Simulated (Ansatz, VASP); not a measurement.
This is a calculation of Cu for Ansatz 0.2.0.

input.yaml

```yaml
crystal:
  lattice:
    - [0.0, 1.8075, 1.8075]
    - [1.8075, 0.0, 1.8075]
    - [1.8075, 1.8075, 0.0]
  atoms:
    - { symbol: Cu, position: [0.0, 0.0, 0.0] }
hamiltonian:
  xc: blyp
  pseudopotentials: { kind: paw }
  dispersion: d4
kpoints:
  mp_grid: { grid: [13, 13, 13] }
scf:
  occupations: { method: fermi_dirac, width: 0.05 }
output:
  forces: true
  stress: true
  eigenvalues: true
```

Potentials or basis: Ansatz PAW.

Run with:

```console
$ ansatz run input.yaml --threads 2 --pin off --max-ram 5120MiB --backend cpu --events-out ev --progress --plain --runs-dir out
```

Set up the same calculation for VASP 6.6.1. Potentials there: VASP PAW PBE potentials, release 64 (Cu).

As run (the cutoff follows the program's own potentials):

INCAR

```
  AGGAC = 1.0
  AGGAX = 1.0
  ALDAC = 0.0
  ALDAX = 1.0
  ALGO = Normal
  EDIFF = 1E-6
  ENCUT = 600
  GGA = B5
  GGA_COMPAT = F
  ISIF = 2
  ISMEAR = -1
  IVDW = 13
  LASPH = T
  LCHARG = F
  LREAL = F
  LWAVE = F
  NBANDS = 12
  NELM = 120
  PREC = Accurate
  SIGMA = 0.05
  VDW_A1 = 0.44488865
  VDW_A2 = 4.0933009
  VDW_S6 = 1.0
  VDW_S8 = 2.34076671
```

The input KPOINTS:

```
k-points
0
Gamma
  13 13 13
```

The input POSCAR:

```
Cu
1.0
    0.0000000000      1.8075000000      1.8075000000
    1.8075000000      0.0000000000      1.8075000000
    1.8075000000      1.8075000000      0.0000000000
Cu
1
Direct
    0.0000000000      0.0000000000      0.0000000000
```

Potentials or basis: VASP PAW PBE potentials, release 64 (Cu).

Run with:

```console
$ cat potpaw_PBE.64/Cu/POTCAR > POTCAR
$ mpirun -np 1 vasp_std > vasp.out
```

Both were run:

|  | VASP | Ansatz | Ansatz less VASP |
| --- | --- | --- | --- |
| gap on the k mesh at the Fermi level (eV) | none | none | - |
| pressure (GPa) | -4.2 | -4.8 | -0.65 |

VASP's potentials were made for PBE, not for BLYP. A gap of «none» marks a metal or a gap that the smearing closes. VASP's potentials hold 11 valence electrons a cell and Ansatz's 19, so a difference there can come from the potentials and not from the codes.
